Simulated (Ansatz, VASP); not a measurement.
## V in VASP and in Ansatz

```
CELL_PARAMETERS angstrom
2.28569 -3.41155 0.00000
2.28569 3.41155 0.00000
0.00000 0.00000 5.16735
ATOMIC_POSITIONS crystal
V 0.50000 0.00000 0.25000
V 0.00000 0.50000 0.75000
V 0.00000 0.50000 0.25000
V 0.50000 0.00000 0.75000
V 0.00000 0.00000 0.00000
```

Alike in both runs: task single point; functional PBE; k mesh 6 × 6 × 4; occupations gaussian, width 0.1 eV; collinear spin.

|  | VASP | Ansatz |
| --- | --- | --- |
| version | VASP 6.6.1 | Ansatz 0.2.0 |
| potentials or method | VASP PAW PBE potentials, release 64 (V_sv), cutoff 520 eV | scalar-relativistic, plane waves, PAW |
| valence electrons in the cell | 65 | 65 |

Ansatz gave:

```
gap on the k mesh at the Fermi level (eV)                     : none
pressure (GPa)                                                : 5.8
traceless stress, the component that is largest in VASP (GPa) : -9.34
rms of the force components (eV/Å)                            : 0.495
net moment per atom (μB)                                      : 0.00
```

Q: Estimate VASP's values.

A: gap on the k mesh at the Fermi level (eV): none; pressure (GPa): 6.2; traceless stress, the component that is largest in VASP (GPa): -9.49; rms of the force components (eV/Å): 0.507; net moment per atom (μB): 0.00.

Atom by atom the forces differ by 0.012 eV/Å (rms over components). A gap of «none» marks a metal or a gap that the smearing closes. Ansatz's warnings: seeded moment not kept.
